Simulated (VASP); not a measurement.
# GaAs (dsol) (F-43m) in VASP: notebook

The runs below take GaAs (dsol) through single point, relaxation of cell and atoms, with PBEsol.

Program: VASP 6.6.1. These are calculated values, not measurements. Logs are shortened: lines on timing, memory, paths and dates and some standing lists are left out, and cuts for length are marked.

### Step 1. The cell of the first run

The structure is cubic, space group F-43m (No. 216). Conventional cell: a = 5.750 Å, b = 5.750 Å, c = 5.750 Å, α = 90.00°, β = 90.00°, γ = 90.00°. Within 3.3 Å of Ga (site symmetry -43m) lie 4 As at 2.49 Å. Within 3.3 Å of As (site symmetry -43m) lie 4 Ga at 2.49 Å.

### Step 2. Single point, PBEsol

Contents of INCAR:

```
SYSTEM = GaAs
ALGO = Normal
EDIFF = 1E-6
ENCUT = 520
GGA = PS
ISIF = 2
ISMEAR = 0
LASPH = .TRUE.
LCHARG = .FALSE.
LREAL = .FALSE.
LWAVE = .FALSE.
NBANDS = 16
NELM = 100
PREC = Accurate
SIGMA = 0.1
```

Contents of KPOINTS:

```
k-points
0
G
  6 6 6
  0 0 0
```

Contents of POSCAR:

```
GaAs
1.0
    0.0000000000      2.8750910500      2.8750910500
    2.8750910500      0.0000000000      2.8750910500
    2.8750910500      2.8750910500      0.0000000000
Ga As
1 1
Direct
    0.0000000000      0.0000000000      0.0000000000
    0.7500000000      0.7500000000      0.7500000000
```

Potentials or basis: VASP PAW PBE potentials, release 64 (Ga_d, As).

Started as:

```sh
$ cat potpaw_PBE.64/Ga_d/POTCAR potpaw_PBE.64/As/POTCAR > POTCAR
$ mpirun -np 1 vasp_std > vasp.out
```

OUTCAR:

```text
SYSTEM = GaAs
   EDIFF = 1E-6
   ENCUT = 520
   GGA = PS
   ISIF = 2
   ISMEAR = 0
   LASPH = .TRUE.
   LREAL = .FALSE.
   NELM = 100
   PREC = Accurate

 ion  position               nearest neighbor table
   1  0.000  0.000  0.000-   2 2.49   2 2.49   2 2.49   2 2.49
   2  0.750  0.750  0.750-   1 2.49   1 2.49   1 2.49   1 2.49

  LATTYP: Found a face centered cubic cell.
 ALAT       =     5.7501821000

  Lattice vectors:

 A1 = (   0.0000000000,   2.8750910500,   2.8750910500)
 A2 = (   2.8750910500,   0.0000000000,   2.8750910500)
 A3 = (   2.8750910500,   2.8750910500,   0.0000000000)

Analysis of symmetry for initial positions (statically):
=====================================================================
 Subroutine PRICEL returns:
 Original cell was already a primitive cell.

 Routine SETGRP: Setting up the symmetry group for a
 face centered cubic supercell.

 Subroutine GETGRP returns: Found 24 space group operations
 (whereof 24 operations were pure point group operations)
 out of a pool of 48 trial point group operations.

The static configuration has the point symmetry T_d .

Analysis of symmetry for dynamics (positions and initial velocities):
=====================================================================
 Subroutine PRICEL returns:
 Original cell was already a primitive cell.

 Routine SETGRP: Setting up the symmetry group for a
 face centered cubic supercell.

 Subroutine GETGRP returns: Found 24 space group operations
 (whereof 24 operations were pure point group operations)
 out of a pool of 48 trial point group operations.

The dynamic configuration has the point symmetry T_d .

 Subroutine INISYM returns: Found 24 space group operations
 (whereof 24 operations are pure point group operations),
 and found     1 'primitive' translations

----------------------------------------------------------------------------------------

                                     Primitive cell

  volume of cell :      47.5319

  direct lattice vectors                    reciprocal lattice vectors
     0.000000000  2.875091050  2.875091050    -0.173907536  0.173907536  0.173907536
     2.875091050  0.000000000  2.875091050     0.173907536 -0.173907536  0.173907536
     2.875091050  2.875091050  0.000000000     0.173907536  0.173907536 -0.173907536

  length of vectors
     4.065992756  4.065992756  4.065992756     0.301216688  0.301216688  0.301216688

[... 70 lines left out ...]
   NELM   =    100;   NELMIN=  2; NELMDL= -5     # of ELM steps
   EDIFF  = 0.1E-05   stopping-criterion for ELM
   LREAL  =      F    real-space projection
   EDIFFG = 0.1E-04   stopping-criterion for IOM
   NSW    =      0    number of steps for IOM
   IBRION =     -1    ionic relax: 0-MD 1-quasi-New 2-CG
   NFREE  =      0    steps in history (QN), initial steepest desc. (CG)
   ISIF   =      2    stress and relaxation
   ISYM   =      2    0-nonsym 1-usesym 2-fastsym
   POTIM  = 0.5000    time-step for ionic-motion
   TEBEG  =    0.0;   TEEND  =   0.0 temperature during run
   PSTRESS=    0.0 pullay stress
   NELECT =      18.0000    total number of electrons
   NUPDOWN=      -1.0000    fix difference up-down
   EMIN   =  10.00;   EMAX   =-10.00  energy-range for DOS
   EFERMI =   0.00;   METHOD = LEGACY
   ISMEAR =     0;   SIGMA  =   0.10  broadening in eV -4-tet -1-fermi 0-gaus
   EFERMI_NEDOS =   21; number of points for ismear=-14 and -15
   IALGO  =     38    algorithm
   IMIX   =      4    mixing-type and parameters
     AMIX     =   0.40;   BMIX     =  1.00
     AMIX_MAG =   1.60;   BMIX_MAG =  1.00
  volume/ion in A,a.u.               =      23.77       160.38
  Fermi-wavevector in a.u.,A,eV,Ry     =   1.184415  2.238221 19.086796  1.402840
  Thomas-Fermi vector in A             =   2.320630
   LORBIT       =      0    0 simple, 1 ext, 2 COOP (PROOUT), +10 PAW based schemes
   GGA     = PS    functional components
   LHFCALC =     F    Hartree Fock is set to
   AEXX    =    0.0000 exact exchange contribution
   IVDW    =     0    specifies the selected vdW correction
   LEPSILON=     F    determine dielectric tensor
   LRPA    =     F    only Hartree local field effects (RPA)
 non-spin polarized calculation
 Gauss-broadening in eV      SIGMA  =   0.10
  energy-cutoff  :      520.00
  volume of cell :       47.53
 maximum number of plane-waves:      1303
   NGX = 15   NGY = 15   NGZ = 15

 number of electron      17.9999988 magnetization

 Free energy of the ion-electron system (eV)
  ---------------------------------------------------
  ext. energy  EPLUGINS =         0.00000000
  ---------------------------------------------------
  free energy    TOTEN  =        -9.04651489 eV

  energy without entropy =       -9.04579407  energy(sigma->0) =       -9.04615448

 E-fermi :   3.4234     XC(G=0):  -9.5437

 val. band max:        3.3506330426   @ k =   0.0000   0.0000   0.0000
 cond. band min:       3.4314301685   @ k =   0.0000   0.0000   0.0000
 fundamental gap:      0.0807971259
 Fermi energy:         3.4234234533

 k-point     1 :       0.0000    0.0000    0.0000
  band No.  band energies     occupation
      1     -11.3499      2.00000
      2     -11.3499      2.00000
      3     -11.3499      2.00000
      4     -11.2818      2.00000
      5     -11.2818      2.00000
      6      -9.0484      2.00000
[... 281 lines left out ...]
      3     -11.3114      2.00000
      4     -11.2943      2.00000
      5     -11.2756      2.00000
      6      -6.7071      2.00000
[... 8 lines left out ...]
     15      15.1777      0.00000
     16      16.2657      0.00000

------------------------ aborting loop because EDIFF is reached ----------------------------------------

  FORCE on cell =-STRESS in cart. coord.  units (eV):
  Direction    XX          YY          ZZ          XY          YZ          ZX
  --------------------------------------------------------------------------------------
  -------------------------------------------------------------------------------------
  Total       -0.8282642     -0.8282642     -0.8282642      0.0000000      0.0000000      0.0000000
  in kB      -27.9186648    -27.9186648    -27.9186648      0.0000000      0.0000000      0.0000000
  external PRESSURE =     -27.9186648 kB  Pullay stress =       0.0000000 kB

 VOLUME and BASIS-vectors are now :
 -----------------------------------------------------------------------------
  energy-cutoff  :      520.00
  volume of cell :       47.53
      direct lattice vectors                 reciprocal lattice vectors
     0.000000000  2.875091050  2.875091050    -0.173907536  0.173907536  0.173907536
     2.875091050  0.000000000  2.875091050     0.173907536 -0.173907536  0.173907536
     2.875091050  2.875091050  0.000000000     0.173907536  0.173907536 -0.173907536

 POSITION                                       TOTAL-FORCE (eV/Angst)
 -----------------------------------------------------------------------------------
      0.00000      0.00000      0.00000         0.000000      0.000000      0.000000
      4.31264      4.31264      4.31264        -0.000000     -0.000000     -0.000000
 -----------------------------------------------------------------------------------
    total drift:                               -0.000001     -0.000001     -0.000001

  FREE ENERGIE OF THE ION-ELECTRON SYSTEM (eV)
  ---------------------------------------------------
  free  energy   TOTEN  =        -9.0465148940 eV

  energy  without entropy=       -9.0457940676  energy(sigma->0) =       -9.04615448
```

stdout:

```text
POSCAR found type information on POSCAR GaAs
 POSCAR found :  2 types and       2 ions
 scaLAPACK will be used
 -----------------------------------------------------------------------------
|                                                                             |
|                                                                             |
|     You enforced a specific xc type in the INCAR file but a different       |
|     I HOPE YOU KNOW WHAT YOU ARE DOING!                                     |
|                                                                             |
 -----------------------------------------------------------------------------

 LDA part: xc-table for (Slater+PW92), standard interpolation
 POSCAR, INCAR and KPOINTS ok, starting setup
 FFT: planning ... GRIDC
 FFT: planning ... GRID_SOFT
 FFT: planning ... GRID
 WAVECAR not read
 entering main loop
```

Wall time 22 s (1 thread of Intel Xeon Platinum 8259CL at 2.50GHz (Skylake/Cascade Lake), shared host); peak memory 0.17 GiB.

What came out:

| Quantity | Value |
| --- | --- |
| Free energy | -9.0465 eV |
| Pressure | -2.8 GPa |
| Band gap on the k mesh | 0.08 eV, direct |

Levels at points of the mesh, in eV from the valence-band top:
```csv
k point,band 6,band 7,band 8,band 9,band 10,band 11,band 12,band 13
"(0.00, 0.00, 0.00)",-12.40,0.00,0.00,0.00,0.08,3.67,3.67,3.67
"(0.50, 0.00, 0.00)",-10.77,-6.42,-1.07,-1.07,0.79,4.56,4.56,7.52
"(0.50, 0.50, 0.00)",-10.09,-6.62,-2.53,-2.53,1.44,1.59,9.72,9.72
```

Caveat: the PAW data sets were made with another functional, which shifts forces and pressure a little.

### Step 3. Single point, PBEsol

This run uses another cell than the first one, of 22.66 Å³/atom, 0.953 times its volume.

Contents of INCAR:

```
SYSTEM = GaAs
ALGO = Normal ; EDIFF = 1E-6
ENCUT = 520 ; GGA = PS
ISIF = 2 ; ISMEAR = 0
LASPH = .TRUE. ; LCHARG = .TRUE.
LELF = .TRUE. ; LREAL = .FALSE.
LVHAR = .TRUE. ; LWAVE = .FALSE.
NBANDS = 16 ; NELM = 100
PREC = Accurate ; SIGMA = 0.01
```

Contents of KPOINTS:

```
k-points
0
G
  10 10 10
  0 0 0
```

Contents of POSCAR:

```
GaAs
1.0
    0.0000000000      2.8297573507      2.8297573507
    2.8297573507      0.0000000000      2.8297573507
    2.8297573507      2.8297573507      0.0000000000
Ga As
1 1
Direct
    0.0000000000      0.0000000000      0.0000000000
    0.7500000000      0.7500000000      0.7500000000
```

Potentials or basis: VASP PAW PBE potentials, release 64 (Ga_d, As).

Started as:

```sh
$ cat potpaw_PBE.64/Ga_d/POTCAR potpaw_PBE.64/As/POTCAR > POTCAR
$ mpirun -np 1 vasp_std > vasp.out
```

OUTCAR:

```text
SYSTEM = GaAs
   EDIFF = 1E-6
   ENCUT = 520
   GGA = PS
   ISIF = 2
   ISMEAR = 0
   LASPH = .TRUE.
   LREAL = .FALSE.
   NELM = 100
   PREC = Accurate

 ion  position               nearest neighbor table
   1  0.000  0.000  0.000-   2 2.45   2 2.45   2 2.45   2 2.45
   2  0.750  0.750  0.750-   1 2.45   1 2.45   1 2.45   1 2.45

  LATTYP: Found a face centered cubic cell.
 ALAT       =     5.6595147014

  Lattice vectors:

 A1 = (   0.0000000000,   2.8297573507,   2.8297573507)
 A2 = (   2.8297573507,   0.0000000000,   2.8297573507)
 A3 = (   2.8297573507,   2.8297573507,   0.0000000000)

Analysis of symmetry for initial positions (statically):
=====================================================================
 Subroutine PRICEL returns:
 Original cell was already a primitive cell.

 Routine SETGRP: Setting up the symmetry group for a
 face centered cubic supercell.

 Subroutine GETGRP returns: Found 24 space group operations
 (whereof 24 operations were pure point group operations)
 out of a pool of 48 trial point group operations.

[... 157 lines left out ...]
  ext. energy  EPLUGINS =         0.00000000
  ---------------------------------------------------
  free energy    TOTEN  =        -9.09153956 eV

  energy without entropy =       -9.09153956  energy(sigma->0) =       -9.09153956

 E-fermi :   3.8686     XC(G=0):  -9.7593

 val. band max:        3.7749930556   @ k =   0.0000   0.0000   0.0000
 cond. band min:       4.2080195063   @ k =   0.0000   0.0000   0.0000
 fundamental gap:      0.4330264507
 Fermi energy:         3.8685942167

 k-point     1 :       0.0000    0.0000    0.0000
  band No.  band energies     occupation
      1     -10.9934      2.00000
      2     -10.9934      2.00000
      3     -10.9934      2.00000
      4     -10.9141      2.00000
      5     -10.9141      2.00000
      6      -8.9551      2.00000
[... 433 lines left out ...]
      3     -10.9558      2.00000
      4     -10.9320      2.00000
      5     -10.9045      2.00000
      6      -7.2176      2.00000
[... 8 lines left out ...]
     15      16.0112      0.00000
     16      16.4775      0.00000

 [... further k-points ...]
[... 5 lines left out ...]
  --------------------------------------------------------------------------------------
  -------------------------------------------------------------------------------------
  Total        0.0398710      0.0398710      0.0398710      0.0000000      0.0000000     -0.0000000
  in kB        1.4095827      1.4095827      1.4095827      0.0000000      0.0000000     -0.0000000
  external PRESSURE =       1.4095827 kB  Pullay stress =       0.0000000 kB

 VOLUME and BASIS-vectors are now :
 -----------------------------------------------------------------------------
  energy-cutoff  :      520.00
  volume of cell :       45.32
      direct lattice vectors                 reciprocal lattice vectors
     0.000000000  2.829757351  2.829757351    -0.176693595  0.176693595  0.176693595
     2.829757351  0.000000000  2.829757351     0.176693595 -0.176693595  0.176693595
     2.829757351  2.829757351  0.000000000     0.176693595  0.176693595 -0.176693595

 POSITION                                       TOTAL-FORCE (eV/Angst)
 -----------------------------------------------------------------------------------
      0.00000      0.00000      0.00000        -0.000000     -0.000000     -0.000000
      4.24464      4.24464      4.24464         0.000000      0.000000      0.000000
 -----------------------------------------------------------------------------------
    total drift:                               -0.000000     -0.000000     -0.000000

  FREE ENERGIE OF THE ION-ELECTRON SYSTEM (eV)
  ---------------------------------------------------
  free  energy   TOTEN  =        -9.0915395607 eV

  energy  without entropy=       -9.0915395607  energy(sigma->0) =       -9.09153956
```

stdout:

```text
POSCAR found type information on POSCAR GaAs
 POSCAR found :  2 types and       2 ions
 scaLAPACK will be used
 -----------------------------------------------------------------------------
|                                                                             |
|                                                                             |
|     You enforced a specific xc type in the INCAR file but a different       |
|     I HOPE YOU KNOW WHAT YOU ARE DOING!                                     |
|                                                                             |
 -----------------------------------------------------------------------------

 LDA part: xc-table for (Slater+PW92), standard interpolation
 POSCAR, INCAR and KPOINTS ok, starting setup
 FFT: planning ... GRIDC
 FFT: planning ... GRID_SOFT
 FFT: planning ... GRID
 WAVECAR not read
 entering main loop
```

It took 40 s on 1 thread of Intel Xeon Platinum 8259CL at 2.50GHz (Skylake/Cascade Lake), shared host; peak memory 0.18 GiB.

Results:

| Item | Value |
| --- | --- |
| Free energy | -9.0915 eV |
| Pressure | 0.1 GPa |
| Band gap on the k mesh | 0.43 eV, direct |

Caveat: the PAW data sets were made with another functional, which shifts forces and pressure a little.

[end of part 1 of 2]
